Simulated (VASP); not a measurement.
# MgSi3N (Pm) in VASP: notebook, part 2 of 2

VASP 6.6.1. The steps go on from the part before.

### Step 4. Relaxation of cell and atoms, PBE

Input file INCAR:

```
PREC = Accurate ; ENCUT = 600
EDIFF = 1E-6 ; ISMEAR = 0
SIGMA = 0.1 ; LREAL = False
LASPH = True ; NELM = 80
ALGO = Normal ; ISIF = 3
LWAVE = False ; LCHARG = False
GGA = PE ; IBRION = 2
NSW = 90 ; EDIFFG = -0.04
```

Input file KPOINTS:

```
regular mesh
0
Gamma
  4 6 2
```

Input file POSCAR:

```
MgSi3N
1.0
    5.1911736000      0.0000000000      0.0000000000
    0.0000000000      2.8849589739      0.0000000000
   -1.8817736035      0.0000000000     10.0570314358
Mg Si N
2 6 2
Direct
    0.4610910507      0.5000000000      0.4410368986
    0.9291347224      0.5000000000      0.9507371101
    0.0071255679      0.0000000000      0.5237596361
    0.4654379824      0.0000000000      0.0115704211
    0.6888274681      0.0000000000      0.7265200378
    0.1631313421      0.0000000000      0.2309055889
    0.2362396916      0.0000000000      0.7577465065
    0.7064229070      0.0000000000      0.2435169611
    0.6848177817      0.0000000000      0.5552703782
    0.1577714863      0.0000000000      0.0589364614
```

Launch:

```bash
$ cat potpaw_PBE.64/Mg/POTCAR potpaw_PBE.64/Si/POTCAR potpaw_PBE.64/N/POTCAR > POTCAR
$ mpirun -np 1 vasp_std > vasp.out
```

Run time: 32 min. Hardware: 1 thread of Intel Xeon 6975P-C (Granite Rapids), shared host; peak memory 0.35 GiB.

It converged, with:

| Quantity | Value |
| --- | --- |
| Free energy | -52.7919 eV |
| Relaxed volume | 16.31 Å³/atom |
| Relaxed cell | a = 5.923 Å, b = 2.932 Å, c = 9.856 Å, α = 90.00°, β = 107.59°, γ = 90.00° |
| Space group after relaxing (to 0.1 Å) | Pm (No. 6) |
| Energy gained by relaxing | 22.3 meV/atom |
| Ionic steps | 66 |
| Pressure after relaxing | 0.0 GPa |
| Largest force after relaxing | 0.031 eV/Å |
| Band gap on the k mesh | zero (bands 19 and 20 overlap by 3.19 eV) |

Forces on the atoms (eV/Å):
```
Mg   0.027  0.000 -0.003
Mg  -0.020  0.000  0.024
Si   0.002  0.000  0.001
Si  -0.026  0.000 -0.008
Si   0.011  0.000 -0.006
Si   0.002  0.000 -0.008
Si   0.005  0.000 -0.012
Si  -0.015  0.000  0.008
N    0.012  0.000 -0.007
N    0.002  0.000  0.010
```

Step by step:
| step | energy change (eV) | largest force (eV/Å) | pressure (GPa) | volume (Å³) |
| --- | --- | --- | --- | --- |
| 1 | 0.0000 | 0.1430 | 0.21 | 150.62 |
| 3 | -0.0096 | 0.2166 | -0.45 | 151.52 |
| 5 | -0.0152 | 0.1898 | 0.11 | 151.28 |
| 7 | -0.0221 | 0.1651 | 0.03 | 151.48 |
| 9 | -0.0255 | 0.1040 | -0.04 | 151.63 |
| 11 | -0.0280 | 0.0930 | 0.01 | 151.63 |
| 13 | -0.0298 | 0.1184 | -0.07 | 151.64 |
| 15 | -0.0319 | 0.1198 | 0.25 | 151.44 |
| 17 | -0.0349 | 0.1230 | -0.06 | 152.04 |
| 19 | -0.0376 | 0.1286 | -0.15 | 152.45 |
| 21 | -0.0384 | 0.1417 | -0.21 | 152.79 |
| 23 | -0.0456 | 0.2559 | 0.15 | 152.74 |
| 25 | -0.0512 | 0.3343 | 0.16 | 152.92 |
| 27 | -0.0609 | 0.2784 | -0.05 | 153.40 |
| 29 | -0.0708 | 0.2386 | 0.12 | 153.68 |
| 31 | -0.0747 | 0.1261 | 0.02 | 153.98 |
| 33 | -0.0776 | 0.1153 | 0.00 | 154.20 |
| 35 | -0.0816 | 0.1792 | 0.17 | 154.36 |
| 37 | -0.0884 | 0.2548 | 0.14 | 155.32 |
| 39 | -0.0925 | 0.2368 | 0.09 | 155.87 |
| 41 | -0.0962 | 0.5361 | -0.13 | 158.33 |
| 43 | -0.1067 | 0.3648 | -0.03 | 157.74 |
| 45 | -0.1298 | 0.3386 | -0.12 | 159.32 |
| 47 | -0.1535 | 0.1804 | -0.15 | 160.35 |
| 49 | -0.1657 | 0.1825 | 0.19 | 160.11 |
| 51 | -0.1753 | 0.2551 | 0.28 | 160.32 |
| 53 | -0.1853 | 0.4752 | 0.22 | 161.68 |
| 55 | -0.1968 | 0.2216 | 0.11 | 161.71 |
| 57 | -0.2111 | 0.2053 | -0.35 | 163.66 |
| 59 | -0.2175 | 0.1746 | 0.07 | 163.29 |
| 61 | -0.2205 | 0.0876 | -0.03 | 163.31 |
| 63 | -0.2223 | 0.0693 | -0.01 | 163.23 |
| 65 | -0.2228 | 0.0566 | -0.02 | 163.19 |
| 66 | -0.2231 | 0.0311 | -0.01 | 163.14 |

Final structure:
```
Mg Si N
1.0
     5.91845    0.00000   -0.23134
     0.00000    2.93171    0.00000
    -2.61007    0.00000    9.50408
Mg Si N
2 6 2
Cartesian
  1.7456 1.4659 3.9416
  3.4442 1.4659 8.5524
  4.1813 0.0000 4.7661
  2.5454 0.0000 0.1357
  1.9089 0.0000 6.8410
  0.2607 0.0000 2.1954
  -0.4311 0.0000 7.0847
  3.8417 0.0000 2.2202
  2.4743 0.0000 5.1998
  0.8351 0.0000 0.5590
```

Levels at points of the mesh, in eV from the Fermi level:
```
           k point  band 15  band 16  band 17  band 18  band 19  band 20  band 21  band 22  band 23  band 24
(0.00, 0.00, 0.00)    -1.95    -1.92    -1.87     1.55     1.61     2.41     2.66     3.18     3.55     4.65
(0.50, 0.00, 0.00)    -1.94    -1.92    -0.66    -0.63     1.00     1.05     1.89     1.94     4.19     4.20
(0.00, 0.50, 0.00)    -2.83    -2.42    -2.25    -1.61    -1.00    -0.64    -0.57    -0.22     0.63     1.64
(0.50, 0.50, 0.00)    -2.30    -2.27    -2.02    -2.00    -0.98    -0.96    -0.38    -0.38     1.93     1.96
(0.00, 0.00, 0.50)    -1.94    -1.93    -1.10    -1.07     1.79     1.84     4.03     4.06     4.47     4.47
(0.50, 0.00, 0.50)    -1.94    -1.92    -1.35     0.44     0.99     1.15     1.94     2.27     3.14     4.01
(0.00, 0.50, 0.50)    -2.28    -2.27    -2.18    -2.13    -0.94    -0.91    -0.20    -0.18     1.39     1.44
(0.50, 0.50, 0.50)    -2.60    -2.02    -1.79    -1.68    -1.53    -1.40    -0.12     0.15     1.16     2.74
```

Caveat: the k points lie up to 0.36 Å⁻¹ apart in the final cell, too coarse for converged energies and pressures of a metal.

### Step 5. Single point, PBE

This run uses another cell than the first one: it holds 5 atoms, not 10.

Input file INCAR:

```
PREC = Accurate
ENCUT = 520
EDIFF = 1E-6
ISMEAR = 0
SIGMA = 0.1
LREAL = F
LASPH = T
NELM = 100
ALGO = Normal
ISIF = 2
LWAVE = F
LCHARG = F
GGA = PE
NBANDS = 18
```

Input file KPOINTS:

```
Automatic mesh
0
Gamma
  8 12 8
```

Input file POSCAR:

```
MgSi3N
1.0
    4.8928266584      0.0000000000     -0.0160630706
    0.0000000000      2.9767363810      0.0000000000
   -1.7802167557      0.0000000000      5.6401257728
Mg Si N
1 3 1
Direct
    0.1471076708      0.5000000000      0.0603796917
    0.9548303186      0.0000000000      0.4160622748
    0.5273252188      0.0000000000      0.9095244700
    0.4973284346      0.0000000000      0.5084355984
    0.8734083575      0.0000000000      0.1055979653
```

Potentials or basis: VASP PAW PBE potentials, release 64 (Mg, Si, N).

Launch:

```bash
$ cat potpaw_PBE.64/Mg/POTCAR potpaw_PBE.64/Si/POTCAR potpaw_PBE.64/N/POTCAR > POTCAR
$ mpirun -np 1 vasp_std > vasp.out
```

OUTCAR:

```text
PREC = Accurate
   ENCUT = 520
   EDIFF = 1E-6
   ISMEAR = 0
   LREAL = F
   LASPH = T
   NELM = 100
   ISIF = 2
   GGA = PE

 ion  position               nearest neighbor table
   1  0.147  0.500  0.060-   5 2.07   5 2.07   3 2.74   3 2.74   2 2.95   2 2.95   4 3.07   4 3.07
                             3 3.25   3 3.25
   2  0.955  0.000  0.416-   5 1.76   4 2.46   4 2.54   1 2.95   1 2.95   3 3.09
   3  0.527  0.000  0.910-   5 1.74   4 2.33   1 2.74   1 2.74   2 3.09   1 3.25   1 3.25
   4  0.497  0.000  0.508-   3 2.33   2 2.46   2 2.54   1 3.07   1 3.07
   5  0.873  0.000  0.106-   3 1.74   2 1.76   1 2.07   1 2.07

  LATTYP: Found a simple monoclinic cell.
 ALAT       =     4.8928530257
 B/A-ratio  =     0.6083845898
 C/A-ratio  =     1.2087845886
 COS(beta)  =    -0.3041258424

  Lattice vectors:

 A1 = (   4.8928266584,   0.0000000000,  -0.0160630706)
 A2 = (   0.0000000000,   2.9767363810,   0.0000000000)
 A3 = (  -1.7802167557,   0.0000000000,   5.6401257728)

Analysis of symmetry for initial positions (statically):
=====================================================================
 Subroutine PRICEL returns:
 Original cell was already a primitive cell.

 Routine SETGRP: Setting up the symmetry group for a
 simple monoclinic supercell.

 Subroutine GETGRP returns: Found  2 space group operations
 (whereof  2 operations were pure point group operations)
 out of a pool of  4 trial point group operations.

The static configuration has the point symmetry C_1h.

Analysis of symmetry for dynamics (positions and initial velocities):
=====================================================================
 Subroutine PRICEL returns:
 Original cell was already a primitive cell.

 Routine SETGRP: Setting up the symmetry group for a
 simple monoclinic supercell.

 Subroutine GETGRP returns: Found  2 space group operations
 (whereof  2 operations were pure point group operations)
 out of a pool of  4 trial point group operations.

The dynamic configuration has the point symmetry C_1h.

 Subroutine INISYM returns: Found  2 space group operations
 (whereof  2 operations are pure point group operations),
 and found     1 'primitive' translations

----------------------------------------------------------------------------------------

                                     Primitive cell

  volume of cell :      82.0614

  direct lattice vectors                    reciprocal lattice vectors
     4.892826658  0.000000000 -0.016063071     0.204592839  0.000000000  0.064576503
     0.000000000  2.976736381  0.000000000     0.000000000  0.335938381  0.000000000
    -1.780216756  0.000000000  5.640125773     0.000582680  0.000000000  0.177484924

  length of vectors
     4.892853026  2.976736381  5.914405332     0.214542198  0.335938381  0.177485881

  position of ions in fractional coordinates (direct lattice)
     0.147107671  0.500000000  0.060379692
     0.954830319  0.000000000  0.416062275
     0.527325219  0.000000000  0.909524470
     0.497328435  0.000000000  0.508435598
     0.873408357  0.000000000  0.105597965

  ion indices of the primitive-cell ions
   primitive index   ion index
                 1           1
                 2           2
[... 31 lines left out ...]
            Coordinates               Weight
  0.000000  0.000000  0.000000      1.000000
  0.125000  0.000000 -0.000000      2.000000
  0.250000  0.000000 -0.000000      2.000000
  0.375000  0.000000 -0.000000      2.000000
  0.500000  0.000000 -0.000000      1.000000
  0.000000  0.083333  0.000000      2.000000
[... 16 lines left out ...]
  0.250000  0.333333 -0.000000      4.000000
  0.375000  0.333333 -0.000000      4.000000
 [... further k-points ...]
   k-points           NKPTS =    238   k-points in BZ     NKDIM =    238   number of bands    NBANDS=     18
   number of dos      NEDOS =    301   number of ions     NIONS =      5
   total plane-waves  NPLWV =  41472
   dimension x,y,z NGX =    36 NGY =   24 NGZ =   48
   dimension x,y,z NGXF=    72 NGYF=   48 NGZF=   96
   ions per type =               1   3   1
   NGX,Y,Z   is equivalent  to a cutoff of  12.23, 13.40, 13.49 a.u.
   NGXF,Y,Z  is equivalent  to a cutoff of  24.46, 26.81, 26.98 a.u.
 SYSTEM =  unknown system
   PREC   = accura    normal or accurate (medium, high low for compatibility)
   ISTART =      0    job   : 0-new  1-cont  2-samecut
   ICHARG =      2    charge: 1-file 2-atom 10-const
   ISPIN  =      1    spin polarized calculation?
   LNONCOLLINEAR =      F non collinear calculations
   LSORBIT =      F    spin-orbit coupling
   LASPH  =      T    aspherical Exc in radial PAW
   ENCUT  =  520.0 eV  38.22 Ry    6.18 a.u.   9.10  5.53 11.00*2*pi/ulx,y,z
   NELM   =    100;   NELMIN=  2; NELMDL= -5     # of ELM steps
   EDIFF  = 0.1E-05   stopping-criterion for ELM
   LREAL  =      F    real-space projection
   EDIFFG = 0.1E-04   stopping-criterion for IOM
   NSW    =      0    number of steps for IOM
   IBRION =     -1    ionic relax: 0-MD 1-quasi-New 2-CG
   NFREE  =      0    steps in history (QN), initial steepest desc. (CG)
   ISIF   =      2    stress and relaxation
   ISYM   =      2    0-nonsym 1-usesym 2-fastsym
   POTIM  = 0.5000    time-step for ionic-motion
   TEBEG  =    0.0;   TEEND  =   0.0 temperature during run
   PSTRESS=    0.0 pullay stress
   NELECT =      19.0000    total number of electrons
   NUPDOWN=      -1.0000    fix difference up-down
   EMIN   =  10.00;   EMAX   =-10.00  energy-range for DOS
   EFERMI =   0.00;   METHOD = LEGACY
   ISMEAR =     0;   SIGMA  =   0.10  broadening in eV -4-tet -1-fermi 0-gaus
   EFERMI_NEDOS =   21; number of points for ismear=-14 and -15
   IALGO  =     38    algorithm
   IMIX   =      4    mixing-type and parameters
     AMIX     =   0.40;   BMIX     =  1.00
     AMIX_MAG =   1.60;   BMIX_MAG =  1.00
  volume/ion in A,a.u.               =      16.41       110.76
  Fermi-wavevector in a.u.,A,eV,Ry     =   1.005263  1.899672 13.749423  1.010554
  Thomas-Fermi vector in A             =   2.137932
   LORBIT       =      0    0 simple, 1 ext, 2 COOP (PROOUT), +10 PAW based schemes
   GGA     = PE    functional components
   LHFCALC =     F    Hartree Fock is set to
   AEXX    =    0.0000 exact exchange contribution
   IVDW    =     0    specifies the selected vdW correction
   LEPSILON=     F    determine dielectric tensor
   LRPA    =     F    only Hartree local field effects (RPA)
 non-spin polarized calculation
 Gauss-broadening in eV      SIGMA  =   0.10
  energy-cutoff  :      520.00
  volume of cell :       82.06
 maximum number of plane-waves:      2232
   NGX = 19   NGY = 11   NGZ = 21

 number of electron      19.0000000 magnetization

 Free energy of the ion-electron system (eV)
  ---------------------------------------------------
  ext. energy  EPLUGINS =         0.00000000
  ---------------------------------------------------
  free energy    TOTEN  =       -26.39775565 eV

  energy without entropy =      -26.39132164  energy(sigma->0) =      -26.39453865

 E-fermi :   5.7929     XC(G=0):  -9.7937

 val. band max:        5.7888541547   @ k =   0.1250   0.3333   0.3750
 cond. band min:       5.7957468268   @ k =   0.3750   0.3333   0.5000
 fundamental gap:      0.0068926722
 Fermi energy:         5.7928583483

 k-point     1 :       0.0000    0.0000    0.0000
  band No.  band energies     occupation
      1     -10.5639      2.00000
      2      -4.3689      2.00000
      3      -3.4313      2.00000
      4      -0.1101      2.00000
      5       0.8195      2.00000
      6       1.9332      2.00000
[... 481 lines left out ...]
      5       0.4622      2.00000
      6       1.1201      2.00000
[... 10 lines left out ...]
     17      12.2298      0.00000
     18      12.9962      0.00000

 [... further k-points ...]

------------------------ aborting loop because EDIFF is reached ----------------------------------------

  FORCE on cell =-STRESS in cart. coord.  units (eV):
  Direction    XX          YY          ZZ          XY          YZ          ZX
  --------------------------------------------------------------------------------------
  -------------------------------------------------------------------------------------
  Total       -0.0855799     -0.0332213     -0.0520908      0.0000000      0.0000000      0.0226696
  in kB       -1.6708736     -0.6486163     -1.0170276      0.0000000      0.0000000      0.4426045
  external PRESSURE =      -1.1121725 kB  Pullay stress =       0.0000000 kB

 VOLUME and BASIS-vectors are now :
 -----------------------------------------------------------------------------
  energy-cutoff  :      520.00
  volume of cell :       82.06
      direct lattice vectors                 reciprocal lattice vectors
     4.892826658  0.000000000 -0.016063071     0.204592839  0.000000000  0.064576503
     0.000000000  2.976736381  0.000000000     0.000000000  0.335938381  0.000000000
    -1.780216756  0.000000000  5.640125773     0.000582680  0.000000000  0.177484924

 POSITION                                       TOTAL-FORCE (eV/Angst)
 -----------------------------------------------------------------------------------
      0.61228      1.48837      0.33819        -0.006664      0.000000      0.007104
      3.93114      0.00000      2.33131         0.006017      0.000000     -0.007664
      0.96096      0.00000      5.12136         0.004164      0.000000     -0.003393
      1.52822      0.00000      2.85965        -0.004316      0.000000      0.005573
      4.08545      0.00000      0.58156         0.000799      0.000000     -0.001620
 -----------------------------------------------------------------------------------
    total drift:                               -0.000209      0.000000     -0.000251

  FREE ENERGIE OF THE ION-ELECTRON SYSTEM (eV)
  ---------------------------------------------------
  free  energy   TOTEN  =       -26.3977556514 eV

  energy  without entropy=      -26.3913216401  energy(sigma->0) =      -26.39453865
```

stdout:

```text
POSCAR found type information on POSCAR MgSiN
 POSCAR found :  3 types and       5 ions
 scaLAPACK will be used
 LDA part: xc-table for (Slater+PW92), standard interpolation
 POSCAR, INCAR and KPOINTS ok, starting setup
 FFT: planning ... GRIDC
 FFT: planning ... GRID_SOFT
 FFT: planning ... GRID
 WAVECAR not read
 entering main loop
```

Wall time 2 min (1 thread of Intel Xeon 6975P-C (Granite Rapids), shared host); peak memory 0.45 GiB.

What came out:

```
Free energy            : -26.3978 eV
Pressure               : -0.1 GPa
Largest force          : 0.010 eV/Å
Band gap on the k mesh : zero (an odd number of electrons rules out a gap without spin polarisation)
```

Forces on the atoms (eV/Å):
```
Mg  -0.007  0.000  0.007
Si   0.006  0.000 -0.008
Si   0.004  0.000 -0.003
Si  -0.004  0.000  0.006
N    0.001  0.000 -0.002
```

Levels at points of the mesh, in eV from the Fermi level:
```tsv
k point	band 7	band 8	band 9	band 10	band 11	band 12
(0.00, 0.00, 0.00)	-3.47	-2.50	-2.07	1.76	3.66	4.36
(0.50, 0.00, 0.00)	-2.05	-1.70	1.71	2.63	2.84	3.33
(0.00, 0.50, 0.00)	-2.81	-2.28	-1.58	-1.00	-0.65	0.82
(0.50, 0.50, 0.00)	-4.07	-3.07	-2.09	-0.43	-0.14	1.70
(0.00, 0.00, 0.50)	-3.14	-2.06	-1.18	1.17	2.07	4.04
(0.50, 0.00, 0.50)	-2.26	-2.05	0.57	1.35	2.52	3.35
(0.00, 0.50, 0.50)	-3.84	-1.81	-1.53	-1.24	0.36	1.19
(0.50, 0.50, 0.50)	-3.22	-2.47	-1.95	-1.61	-0.14	3.43
```

### Step 6. Summary

```csv
task,cell,k mesh,cutoff (eV),gap on the mesh (eV),pressure (GPa),largest force (eV/Å)
single point,"a = 5.191, b = 2.885, c = 10.232 Å, angles 90.0, 100.6, 90.0°, 10 atoms, atomic positions A",4 × 6 × 2,520,none,0.2,0.14
single point,"a = 5.912, b = 2.933, c = 9.857 Å, angles 90.0, 107.4, 90.0°, 10 atoms, atomic positions B",4 × 6 × 2,520,none,0.0,0.02
relaxation of cell and atoms,"relaxed from a = 5.191, b = 2.885, c = 10.232 Å, angles 90.0, 100.6, 90.0°, 10 atoms, atomic positions A",4 × 6 × 2,600,none,0.0,0.03
single point,"a = 4.893, b = 2.977, c = 5.914 Å, angles 90.0, 107.7, 90.0°, 5 atoms, atomic positions C",8 × 12 × 8,520,none,-0.1,0.01
```

Alike in all rows: level PBE; potentials or basis VASP PAW PBE potentials, release 64 (Mg, Si, N); no spin polarisation; smearing gaussian 0.1 eV.

Caveats: some runs use coarse meshes.

Absolute energies hang on the potentials; compare differences alone.

The gap in the log of VASP goes by the Fermi energy; the results here count the filled bands.